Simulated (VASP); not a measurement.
BP: single point with PBEsol

Crystal: BP.

```xyz
2
Lattice="0.0000 2.1998 2.1998 2.1998 0.0000 2.1998 2.1998 2.1998 0.0000" Properties=species:S:1:pos:R:3 pbc="T T T"
B     0.0000    0.0000    0.0000
P     3.2997    3.2997    3.2997
```

```yaml
Program: VASP 6.6.1
Task: single point
Functional: PBEsol
Potentials_or_basis: VASP PAW PBE potentials, release 64 (B, P)
Cutoff: 520 eV
k_mesh: 10 × 10 × 10
Occupations: gaussian, width 0.01 eV
Spin: no spin polarisation
```

```yaml
Pressure: 16.1 GPa
Band_gap_on_the_k_mesh: 1.01 eV, indirect (least direct gap 3.51 eV)
```

Levels at points of the mesh, in eV from the valence-band top:
```
           k point  band 1  band 2  band 3  band 4  band 5  band 6  band 7  band 8  band 9
(0.00, 0.00, 0.00)  -16.35    0.00    0.00    0.00    3.51    3.51    3.51    8.79   11.92
(0.50, 0.00, 0.00)  -12.63   -9.78   -1.88   -1.88    4.31    4.71    4.71   10.24   15.22
(0.50, 0.50, 0.00)  -10.97   -9.09   -4.48   -4.48    1.04    1.44   12.98   12.98   16.30
```

Wall time 7.1 s on 1 thread of Intel Xeon 8259CL (shared host), peak memory 0.14 GiB.

Caveat: the PAW data sets were made with another functional, which shifts forces and pressure a little. A k mesh can miss the band edges.
